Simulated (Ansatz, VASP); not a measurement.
# YI: VASP beside Ansatz

INCAR

```
SYSTEM = YI
PREC     = Accurate       ! precision mode
ENCUT    = 520            ! plane-wave cutoff, eV
EDIFF    = 1E-6           ! SCF threshold, eV
ISMEAR   = -1             ! smearing method
SIGMA    = 0.05           ! smearing width, eV
LREAL    = .False.        ! projectors in reciprocal space
LASPH    = .True.         ! aspherical terms in the spheres
NELM     = 150            ! most SCF steps
ALGO     = Normal         ! electronic algorithm
ISIF     = 2              ! what is computed and relaxed
LWAVE    = .False.        ! write WAVECAR
LCHARG   = .False.        ! write CHGCAR
ISPIN    = 2              ! spin polarisation
MAGMOM   = 0.6 0.6 0 0    ! initial moments
LORBIT   = 11             ! projections on sites
LMAXMIX  = 4              ! l up to which the mixer works
NBANDS   = 30             ! bands
```

File KPOINTS:

```
regular mesh
0
Gamma
  7 7 3
  0 0 0
```

Contents of POSCAR:

```
YI
1.0
    3.5125247683      0.0000000000      0.0000000000
   -1.7562623842      3.0419356808      0.0000000000
    0.0000000000      0.0000000000      9.8375110776
Y I
2 2
Direct
    0.6666666667      0.3333333333      0.6267270000
    0.3333333333      0.6666666667      0.3732730000
    0.3333333333      0.6666666667      0.8199750000
    0.6666666667      0.3333333333      0.1800250000
```

Input for Ansatz:

```yaml
crystal:
  lattice:
    - [3.5125247683, 0.0, 0.0]
    - [-1.7562623842, 3.0419356808, 0.0]
    - [0.0, 0.0, 9.8375110776]
  atoms:
    - { symbol: "Y", position: [0.6666666667, 0.3333333333, 0.626727], spin: 0.6 }
    - { symbol: "Y", position: [0.3333333333, 0.6666666667, 0.373273], spin: 0.6 }
    - { symbol: I, position: [0.3333333333, 0.6666666667, 0.819975] }
    - { symbol: I, position: [0.6666666667, 0.3333333333, 0.180025] }
magnetization:
  spin_polarized: true
kpoints:
  mp_grid: { grid: [7, 7, 3] }
scf:
  occupations: { method: fermi_dirac, width: 0.05 }
hamiltonian:
  xc: lda
  pseudopotentials: { kind: paw }
output:
  forces: true
  stress: true
  eigenvalues: true
  populations: true
  write_density: true
  write_potential: true
  elf: true
  volumetric_format: npy
```

Change from the starting cell: volume scaled by 0.7, PAW files.

Alike in both runs: task single point; functional LDA; k mesh 7 × 7 × 3; occupations fermi-dirac, width 0.05 eV; collinear spin.

|  | VASP | Ansatz |
| --- | --- | --- |
| version | VASP 6.6.1 | Ansatz 0.2.0 |
| potentials or method | VASP PAW LDA potentials, release 64 (Y_sv, I) | PAW with Ansatz's default frozen-core files, scalar-relativistic |
| plane-wave cutoff (eV) | 520 | 420 |
| valence electrons in the cell | 36 | 56 |

```csv
,VASP,Ansatz,Ansatz less VASP
pressure (GPa),19.4,19.4,+0.01
"traceless stress, the component that is largest in VASP (GPa)",1.71,1.70,-0.008
rms of the force components (eV/Å),1.328,1.322,-0.0063
net moment per atom (μB),0.00,0.00,0.000
```

LDA's correlation is that of Perdew and Zunger in VASP and of Perdew and Wang (1992) in Ansatz. Atom by atom the forces differ by 0.007 eV/Å (rms over components). VASP's potentials hold 36 valence electrons a cell and Ansatz's 56, so a difference there can come from the potentials and not from the codes. Ansatz's warnings: seeded moment not kept.

Spin-orbit coupling is off throughout.
